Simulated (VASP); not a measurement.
Input of a VASP 6.6.1 run:

Contents of INCAR:

```
SYSTEM = C
PREC = Accurate
ENCUT = 520
EDIFF = 1E-6
ISMEAR = 0
SIGMA = 0.1
LREAL = Auto
LASPH = .TRUE.
NELM = 60
ALGO = Fast
ISIF = 2
LWAVE = .FALSE.
LCHARG = .FALSE.
LDIPOL = .TRUE.
IDIPOL = 3
DIPOL = 0.5 0.5 0.500
GGA = PE
IVDW = 12
IBRION = 2
NSW = 90
EDIFFG = -0.03
```

Contents of KPOINTS:

```
regular mesh
0
G
  6 6 1
  0 0 0
```

Contents of POSCAR:

```
C
1.0
    4.9299593318      0.0000000000      0.0000000000
   -2.4649796659      4.2694700209      0.0000000000
    0.0000000000      0.0000000000     23.7384329248
C
24
Selective dynamics
Direct
    0.0000000000      0.0000000000      0.3580691389  F F F
    0.0000000000      0.5000000000      0.3580691389  F F F
    0.5000000000      0.0000000000      0.3580691389  F F F
    0.5000000000      0.5000000000      0.3580691389  F F F
    0.1666666667      0.3333333333      0.3580691289  F F F
    0.1666666667      0.8333333333      0.3580691289  F F F
    0.6666666667      0.3333333333      0.3580691289  F F F
    0.6666666667      0.8333333333      0.3580691289  F F F
    0.0000000000      0.0000000000      0.5000000050  T T T
    0.0000000000      0.5000000000      0.5000000050  T T T
    0.5000000000      0.0000000000      0.5000000050  T T T
    0.5000000000      0.5000000000      0.5000000050  T T T
    0.3333333333      0.1666666667      0.4999999950  T T T
    0.3333333333      0.6666666667      0.4999999950  T T T
    0.8333333333      0.1666666667      0.4999999950  T T T
    0.8333333333      0.6666666667      0.4999999950  T T T
    0.0000000000      0.0000000000      0.6419308711  T T T
    0.0000000000      0.5000000000      0.6419308711  T T T
    0.5000000000      0.0000000000      0.6419308711  T T T
    0.5000000000      0.5000000000      0.6419308711  T T T
    0.1666666667      0.3333333333      0.6419308611  T T T
    0.1666666667      0.8333333333      0.6419308611  T T T
    0.6666666667      0.3333333333      0.6419308611  T T T
    0.6666666667      0.8333333333      0.6419308611  T T T
```

Potentials or basis: VASP PAW PBE potentials, release 64 (C).

Run with:

```console
$ cat potpaw_PBE.64/C/POTCAR > POTCAR
$ mpirun -np 1 vasp_std > vasp.out
```

Predict the dispersion energy per atom.

-0.131 eV.

Final structure:
```
CELL_PARAMETERS angstrom
4.92996 0.00000 0.00000
-2.46498 4.26947 0.00000
0.00000 0.00000 23.73843
ATOMIC_POSITIONS crystal
C 0.00000 0.00000 0.35807
C 0.00000 0.50000 0.35807
C 0.50000 0.00000 0.35807
C 0.50000 0.50000 0.35807
C 0.16667 0.33333 0.35807
C 0.16667 0.83333 0.35807
C 0.66667 0.33333 0.35807
C 0.66667 0.83333 0.35807
C 0.00000 0.00000 0.50000
C 0.00000 0.50000 0.50000
C 0.50000 0.00000 0.50000
C 0.50000 0.50000 0.50000
C 0.33333 0.16667 0.50000
C 0.33333 0.66667 0.50000
C 0.83333 0.16667 0.50000
C 0.83333 0.66667 0.50000
C 0.00000 0.00000 0.64193
C 0.00000 0.50000 0.64193
C 0.50000 0.00000 0.64193
C 0.50000 0.50000 0.64193
C 0.16667 0.33333 0.64193
C 0.16667 0.83333 0.64193
C 0.66667 0.33333 0.64193
C 0.66667 0.83333 0.64193
```

Caveat: the relaxation stopped at its first step, so nothing moved.
